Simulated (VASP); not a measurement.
Here is a VASP 6.6.1 calculation.

Contents of INCAR:

```
SYSTEM = MgSe
ALGO     = Normal         ! electronic algorithm
EDIFF    = 1E-6           ! SCF threshold, eV
ENCUT    = 600            ! plane-wave cutoff, eV
GGA      = PE             ! functional
GGA_COMPAT= .False.      
ISIF     = 2              ! what is computed and relaxed
ISMEAR   = 0              ! smearing method
LASPH    = .True.         ! aspherical terms in the spheres
LCHARG   = .False.        ! write CHGCAR
LREAL    = .False.        ! projectors in reciprocal space
LWAVE    = .False.        ! write WAVECAR
NBANDS   = 11             ! bands
NELM     = 120            ! most SCF steps
PREC     = Accurate       ! precision mode
SIGMA    = 0.01           ! smearing width, eV
```

The input KPOINTS:

```
k-points
0
Gamma
  10 10 10
  0 0 0
```

POSCAR

```
MgSe
1.0
    0.0000000000      2.6229646198      2.6229646198
    2.6229646198      0.0000000000      2.6229646198
    2.6229646198      2.6229646198      0.0000000000
Mg Se
1 1
Direct
    0.0000000000      0.0000000000      0.0000000000
    0.5000000000      0.5000000000      0.5000000000
```

Potentials or basis: VASP PAW PBE potentials, release 64 (Mg, Se).

Command:

```sh
$ cat potpaw_PBE.64/Mg/POTCAR potpaw_PBE.64/Se/POTCAR > POTCAR
$ mpirun -np 1 vasp_std > vasp.out
```

Q: Predict the band gap on the k mesh.

A: 1.99 eV (least direct gap 3.44 eV).

Q: What does it give for the pressure?

A: 11.9 GPa.

Caveat: the cell stands under pressure. A k mesh can miss the band edges.
